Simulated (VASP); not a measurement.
Cd2S:

```xyz
3
Lattice="3.9627 0.0000 0.0000 -1.9813 3.4318 0.0000 0.0000 0.0000 5.8092" Properties=species:S:1:pos:R:3 pbc="T T T"
Cd    0.0000    2.2878    5.4183
Cd    1.9813    1.1439    3.3620
S     0.0000    2.2878    2.1245
```

Base run:

```yaml
Program: VASP 6.6.1
Functional: r2SCAN
Potentials_or_basis: VASP PAW PBE potentials, release 64 (Cd, S)
Cutoff: 520 eV
k_mesh: 5 × 5 × 3
Occupations: fermi-dirac, width 0.05 eV
Spin: no spin polarisation
```

Its results: band gap on the k mesh 1.23 eV, indirect (least direct gap 1.51 eV); pressure -1.7 GPa; largest force 0.013 eV/Å.

The run is repeated on the same cell with these changes: functional from r2SCAN to PBE-based global hybrid. What comes out?

Band gap on the k mesh 1.48 eV, indirect (least direct gap 1.74 eV); pressure -0.7 GPa; largest force 0.100 eV/Å.

Caveats: the PAW data sets were made with another functional, which shifts forces and pressure a little.

A k mesh can miss the band edges.
